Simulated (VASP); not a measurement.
Here is a VASP 6.6.1 calculation.

The input INCAR:

```
SYSTEM = Si6N
ALGO = Normal ; DIPOL = 0.5 0.5 0.364
EDIFF = 1E-6 ; ENCUT = 520
GGA = CA ; IDIPOL = 3
ISIF = 2 ; ISMEAR = 0
ISPIN = 2 ; LASPH = .True.
LCHARG = .False. ; LDIPOL = .True.
LORBIT = 11 ; LREAL = .False.
LWAVE = .False. ; MAGMOM = 0 0 0 0 0 0 3
NBANDS = 28 ; NELM = 150
PREC = Accurate ; SIGMA = 0.05
```

File KPOINTS:

```
k-points
0
Gamma
  9 9 1
  0 0 0
```

File POSCAR:

```
Si6N
1.0
    3.8019755009      0.0000000000      0.0000000000
   -1.9009877505      3.2926073684      0.0000000000
    0.0000000000      0.0000000000     22.4526205295
Si N
6 1
Direct
    0.6666666667      0.3333333333      0.1781529241
    0.3333333334      0.6666666667      0.2134649663
    0.3333333334      0.6666666667      0.3182060687
    0.6666666667      0.3333333333      0.3520754813
    0.6666666667      0.3333333333      0.4580755784
    0.3333333334      0.6666666667      0.4878103433
    0.5000000000      1.0000000000      0.5377022835
```

Potentials or basis: VASP PAW LDA potentials, release 64 (Si, N).

Launch:

```bash
$ cat potpaw_LDA.64/Si/POTCAR potpaw_LDA.64/N/POTCAR > POTCAR
$ mpirun -np 1 vasp_std > vasp.out
```

Question: What does it give for the net moment?

Answer: 0.00 μB per cell.

Question: Predict the largest force.

Answer: 4.194 eV/Å.

Forces in eV/Å, atoms in the order of the input:
```
Si   0.000 -0.061  0.573
Si   0.000  0.051 -0.631
Si   0.000  0.047 -0.059
Si   0.000 -0.388  0.193
Si   0.000  0.168  1.330
Si   0.000 -3.911 -1.516
N    0.000  4.094  0.110
```
